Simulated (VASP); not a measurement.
# MoS2 in VASP: notebook, part 2 of 2

VASP 6.6.1. The steps go on from the part before.

## 3. Relaxation of cell and atoms, LDA

This run uses another cell than the first one, of 50.73 Å³/atom, 1.041 times its volume.

INCAR

```
PREC = Accurate ; ENCUT = 500
EDIFF = 1E-7 ; ISMEAR = 1
SIGMA = 0.05 ; LREAL = F
LASPH = T ; NELM = 120
ALGO = Normal ; ISIF = 3
LWAVE = F ; LCHARG = F
GGA = CA ; IBRION = 2
NSW = 80 ; EDIFFG = -0.03
GGA_COMPAT = F ; NELMIN = 4
```

KPOINTS

```
regular mesh
0
Gamma
  10 10 2
```

POSCAR

```
MoS2
1.0
    3.1841260000      0.0000000000      0.0000000000
   -1.5920630000      2.7575340000      0.0000000000
    0.0000000000      0.0000000000     17.3346000000
Mo S
1 2
Direct
    0.0000000000      0.0000000000      0.0000000000
    0.3333333333      0.6666666667      0.0894930000
    0.3333333333      0.6666666667      0.9105070000
```

Potentials or basis: VASP PAW LDA potentials, release 64 (Mo_sv, S).

On the command line:

```sh
cat potpaw_LDA.64/Mo_sv/POTCAR potpaw_LDA.64/S/POTCAR > POTCAR
mpirun -np 1 vasp_std > vasp.out
```

OUTCAR:

```text
PREC = Accurate
   ENCUT = 500
   EDIFF = 1E-7
   ISMEAR = 1
   LREAL = F
   LASPH = T
   NELM = 120
   ISIF = 3
   GGA = CA
   IBRION = 2
   NSW = 80
   EDIFFG = -0.03
   NELMIN = 4

 ion  position               nearest neighbor table
   1  0.000  0.000  0.000-   2 2.41   3 2.41   2 2.41   3 2.41   2 2.41   3 2.41
   2  0.333  0.667  0.089-   1 2.41   1 2.41   1 2.41
   3  0.333  0.667  0.911-   1 2.41   1 2.41   1 2.41

  LATTYP: Found a hexagonal cell.
 ALAT       =     3.1841260000
 C/A-ratio  =     5.4440684822

  Lattice vectors:

 A1 = (   3.1841260000,   0.0000000000,   0.0000000000)
 A2 = (  -1.5920630000,   2.7575340000,   0.0000000000)
 A3 = (   0.0000000000,   0.0000000000,  17.3346000000)

Analysis of symmetry for initial positions (statically):
=====================================================================
 Subroutine PRICEL returns:
 Original cell was already a primitive cell.

 Routine SETGRP: Setting up the symmetry group for a
 hexagonal supercell.

 Subroutine GETGRP returns: Found 12 space group operations
 (whereof 12 operations were pure point group operations)
 out of a pool of 24 trial point group operations.

The static configuration has the point symmetry D_3h.

Analysis of symmetry for dynamics (positions and initial velocities):
=====================================================================
 Subroutine PRICEL returns:
 Original cell was already a primitive cell.

 Routine SETGRP: Setting up the symmetry group for a
 hexagonal supercell.

 Subroutine GETGRP returns: Found 12 space group operations
 (whereof 12 operations were pure point group operations)
 out of a pool of 24 trial point group operations.

The dynamic configuration has the point symmetry D_3h.

 Subroutine INISYM returns: Found 12 space group operations
 (whereof 12 operations are pure point group operations),
 and found     1 'primitive' translations

----------------------------------------------------------------------------------------

                                     Primitive cell

  volume of cell :     152.2036

  direct lattice vectors                    reciprocal lattice vectors
     3.184126000  0.000000000  0.000000000     0.314057924  0.181321427  0.000000000
    -1.592063000  2.757534000  0.000000000     0.000000000  0.362642854  0.000000000
     0.000000000  0.000000000 17.334600000     0.000000000  0.000000000  0.057688092

  length of vectors
     3.184126000  3.184125996 17.334600000     0.362642854  0.362642854  0.057688092

  position of ions in fractional coordinates (direct lattice)
     0.000000000  0.000000000  0.000000000
     0.333333333  0.666666667  0.089493000
     0.333333333  0.666666667  0.910507000

  ion indices of the primitive-cell ions
   primitive index   ion index
                 1           1
                 2           2
                 3           3

----------------------------------------------------------------------------------------

 KPOINTS: regular mesh

Automatic generation of k-mesh.
[... 46 lines left out ...]
  0.400000  0.100000  0.500000     12.000000
 [... further k-points ...]
   k-points           NKPTS =     28   k-points in BZ     NKDIM =     28   number of bands    NBANDS=     17
   number of dos      NEDOS =    301   number of ions     NIONS =      3
   total plane-waves  NPLWV =  72576
   dimension x,y,z NGX =    24 NGY =   24 NGZ =  126
   dimension x,y,z NGXF=    48 NGYF=   48 NGZF=  252
   ions per type =               1   2
   NGX,Y,Z   is equivalent  to a cutoff of  12.53, 12.53, 12.08 a.u.
   NGXF,Y,Z  is equivalent  to a cutoff of  25.06, 25.06, 24.17 a.u.
 SYSTEM =  unknown system
   PREC   = accura    normal or accurate (medium, high low for compatibility)
   ISTART =      0    job   : 0-new  1-cont  2-samecut
   ICHARG =      2    charge: 1-file 2-atom 10-const
   ISPIN  =      1    spin polarized calculation?
   LNONCOLLINEAR =      F non collinear calculations
   LSORBIT =      F    spin-orbit coupling
   LASPH  =      T    aspherical Exc in radial PAW
   ENCUT  =  500.0 eV  36.75 Ry    6.06 a.u.   5.81  5.81 31.60*2*pi/ulx,y,z
   NELM   =    120;   NELMIN=  4; NELMDL= -5     # of ELM steps
   EDIFF  = 0.1E-06   stopping-criterion for ELM
   LREAL  =      F    real-space projection
   EDIFFG = -.3E-01   stopping-criterion for IOM
   NSW    =     80    number of steps for IOM
   IBRION =      2    ionic relax: 0-MD 1-quasi-New 2-CG
   NFREE  =      1    steps in history (QN), initial steepest desc. (CG)
   ISIF   =      3    stress and relaxation
   ISYM   =      2    0-nonsym 1-usesym 2-fastsym
   POTIM  = 0.5000    time-step for ionic-motion
   TEBEG  =    0.0;   TEEND  =   0.0 temperature during run
   PSTRESS=    0.0 pullay stress
   NELECT =      26.0000    total number of electrons
   NUPDOWN=      -1.0000    fix difference up-down
   EMIN   =  10.00;   EMAX   =-10.00  energy-range for DOS
   EFERMI =   0.00;   METHOD = LEGACY
   ISMEAR =     1;   SIGMA  =   0.05  broadening in eV -4-tet -1-fermi 0-gaus
   EFERMI_NEDOS =   21; number of points for ismear=-14 and -15
   IALGO  =     38    algorithm
   IMIX   =      4    mixing-type and parameters
     AMIX     =   0.40;   BMIX     =  1.00
     AMIX_MAG =   1.60;   BMIX_MAG =  1.00
  volume/ion in A,a.u.               =      50.73       342.37
  Fermi-wavevector in a.u.,A,eV,Ry     =   0.908359  1.716550 11.226391  0.825116
  Thomas-Fermi vector in A             =   2.032276
   LORBIT       =      0    0 simple, 1 ext, 2 COOP (PROOUT), +10 PAW based schemes
   GGA     = CA    functional components
   LHFCALC =     F    Hartree Fock is set to
   AEXX    =    0.0000 exact exchange contribution
   IVDW    =     0    specifies the selected vdW correction
   LEPSILON=     F    determine dielectric tensor
   LRPA    =     F    only Hartree local field effects (RPA)
 conjugate gradient relaxation of ions
 non-spin polarized calculation
 Methfessel and Paxton  Order N= 1 SIGMA  =   0.05
  energy-cutoff  :      500.00
  volume of cell :      152.20
 maximum number of plane-waves:      3900
 NGX is ok and might be reduce to    24
   NGX = 11   NGY = 11   NGZ = 63

--------------------------------------- Ionic step        1  -------------------------------------------

 number of electron      25.9999998 magnetization

 Free energy of the ion-electron system (eV)
  ---------------------------------------------------
  ext. energy  EPLUGINS =         0.00000000
  ---------------------------------------------------
  free energy    TOTEN  =       -24.32254652 eV

  energy without entropy =      -24.32259263  energy(sigma->0) =      -24.32256189

------------------------ aborting loop because EDIFF is reached ----------------------------------------

  FORCE on cell =-STRESS in cart. coord.  units (eV):
  Direction    XX          YY          ZZ          XY          YZ          ZX
  --------------------------------------------------------------------------------------
  -------------------------------------------------------------------------------------
  Total       -2.2463585     -2.2463585     -1.1986434      0.0000000      0.0000000      0.0000000
  in kB      -23.6463818    -23.6463817    -12.6175674      0.0000000      0.0000000      0.0000000
  external PRESSURE =     -19.9701103 kB  Pullay stress =       0.0000000 kB
[... 135 lines left out ...]
--------------------------------------- Ionic step        5  -------------------------------------------

 number of electron      25.9999999 magnetization

 Free energy of the ion-electron system (eV)
  ---------------------------------------------------
  ext. energy  EPLUGINS =         0.00000000
  ---------------------------------------------------
  free energy    TOTEN  =       -24.36730717 eV

  energy without entropy =      -24.36766237  energy(sigma->0) =      -24.36742557

 E-fermi :  -1.5477     XC(G=0):  -4.5574

 val. band max:       -1.5741150198   @ k =   0.0000   0.0000   0.0000
 cond. band min:       0.5353258255   @ k =   0.3000   0.3000   0.0000
 fundamental gap:      2.1094408453
 Fermi energy:        -1.5477079779

 k-point     1 :       0.0000    0.0000    0.0000
  band No.  band energies     occupation
      1     -61.8758      2.00000
      2     -36.2708      2.00000
      3     -35.9764      2.00000
      4     -35.9764      2.00000
      5     -15.6993      2.00000
      6     -14.3060      2.00000
[... 457 lines left out ...]
      4     -36.1088      2.00000
      5     -13.6173      2.00000
      6     -13.4909      2.00000
[... 9 lines left out ...]
     16       2.4559      0.00000
     17       2.9115      0.00000

 [... further k-points ...]

------------------------ aborting loop because EDIFF is reached ----------------------------------------

  FORCE on cell =-STRESS in cart. coord.  units (eV):
  Direction    XX          YY          ZZ          XY          YZ          ZX
  --------------------------------------------------------------------------------------
  -------------------------------------------------------------------------------------
  Total       -0.0371634     -0.0371634     -0.0501746      0.0000000      0.0000000      0.0000000
  in kB       -0.4067823     -0.4067823     -0.5491998      0.0000000      0.0000000      0.0000000
  external PRESSURE =      -0.4542548 kB  Pullay stress =       0.0000000 kB
[... 18 lines left out ...]
  FREE ENERGIE OF THE ION-ELECTRON SYSTEM (eV)
  ---------------------------------------------------
  free  energy   TOTEN  =       -24.3673071704 eV

  energy  without entropy=      -24.3676623659  energy(sigma->0) =      -24.36742557

 reached required accuracy - stopping structural energy minimisation
```

OSZICAR:

```text
N       E                     dE             d eps       ncg     rms          rms(c)
DAV:   1     0.176534264246E+03    0.17653E+03   -0.12179E+04  1208   0.123E+03
DAV:   2    -0.151757500346E+02   -0.19171E+03   -0.18899E+03  1286   0.300E+02
DAV:   3    -0.257015654759E+02   -0.10526E+02   -0.10492E+02  1283   0.654E+01
[... 90 lines left out ...]
DAV:   9    -0.243673022645E+02   -0.59471E-05   -0.71969E-07   990   0.283E-03    0.154E-03
DAV:  10    -0.243673051275E+02   -0.28630E-05   -0.37318E-07   984   0.184E-03    0.113E-03
DAV:  11    -0.243673067837E+02   -0.16561E-05   -0.28229E-07   887   0.123E-03    0.337E-04
DAV:  12    -0.243673070810E+02   -0.29737E-06   -0.31629E-08   835   0.479E-04    0.222E-04
DAV:  13    -0.243673071704E+02   -0.89351E-07   -0.39595E-08   832   0.426E-04
   5 F= -.24367307E+02 E0= -.24367426E+02  d E =-.671185E-02
```

Run time: 6.8 min. Hardware: 1 thread of AMD EPYC 7R13 (Zen 3), shared host; peak memory 0.21 GiB.

Results:

```
Free energy                            : -24.3673 eV
Relaxed cell                           : a = 3.122 Å, b = 3.122 Å, c = 17.342 Å, α = 90.00°, β = 90.00°, γ = 120.00°
Space group after relaxing (to 0.05 Å) : P-6m2 (No. 187)
Energy gained by relaxing              : 14.9 meV/atom
Ionic steps                            : 5
Largest force after relaxing           : 0.008 eV/Å
Band gap on the k mesh                 : 2.11 eV, indirect (least direct gap 2.13 eV)
```

Forces in eV/Å, atoms in the order of the input:
```
Mo   0.000  0.000  0.000
S    0.000  0.000 -0.008
S    0.000  0.000  0.008
```

Step by step:
```csv
step,energy change (eV),largest force (eV/Å),pressure (GPa),volume (Å³)
1,0.0000,0.3778,-2.00,152.20
2,0.0820,1.5104,4.35,138.68
3,-0.0380,0.2427,0.00,147.13
4,-0.0446,0.0460,-0.05,146.24
5,-0.0448,0.0075,-0.05,146.37
```

Final structure:
```
Mo S
1.0
     3.12192    0.00000    0.00000
    -1.56096    2.70367    0.00000
     0.00000    0.00000   17.34158
Mo S
1 2
Cartesian
  0.0000 0.0000 17.3416
  0.0000 1.8024 1.5533
  0.0000 1.8024 15.7883
```
